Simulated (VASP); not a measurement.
Here is a VASP 6.6.1 calculation.

File POSCAR:

```
SrO
1.0
    0.0128490000      2.5698000000      2.5698000000
    2.5698000000      0.0128490000      2.5698000000
    2.5826490000      2.5826490000      0.0000000000
Sr O
1 1
Direct
    0.0000000000      0.0000000000      0.0000000000
    0.5000000000      0.5000000000      0.5000000000
```

The input INCAR.step1:

```
PREC = Accurate
ENCUT = 520
ISMEAR = 0
SIGMA = 0.05
LREAL = False
LASPH = True
NELM = 100
NBANDS = 15
GGA = PE
ALGO = Normal
EDIFF = 1E-4
LWAVE = True
LCHARG = False
```

INCAR.step2

```
PREC = Accurate
ENCUT = 520
EDIFF = 1E-7
ISMEAR = 0
SIGMA = 0.05
LREAL = False
LASPH = True
NELM = 100
ALGO = Normal
ISIF = 2
LWAVE = False
LCHARG = False
METAGGA = R2SCAN
LMIXTAU = True
NBANDS = 15
ISTART = 1
```

Contents of KPOINTS:

```
regular mesh
0
Gamma
  8 8 8
```

Potentials or basis: VASP PAW PBE potentials, release 64 (Sr_sv, O).

The run is started by

```console
$ cat potpaw_PBE.64/Sr_sv/POTCAR potpaw_PBE.64/O/POTCAR > POTCAR
$ cp INCAR.step1 INCAR
$ mpirun -np 1 vasp_std > vasp.out
$ cp INCAR.step2 INCAR
$ mpirun -np 1 vasp_std > vasp.out
```

Task: Estimate the band gap on the k mesh.

Result: 3.73 eV (least direct gap 3.81 eV).

Task: Estimate the pressure.

Result: 1.7 GPa.

Stress tensor (GPa, compression positive):
```
 1.69 -0.55  0.00
-0.55  1.69  0.00
 0.00  0.00  1.68
```

Caveat: the cell differs from its parent crystal (strain +0.0100 x Voigt [0, 0, 0, 0, 0, 1]); the PAW data sets were made with another functional, which shifts forces and pressure a little. A k mesh can miss the band edges.
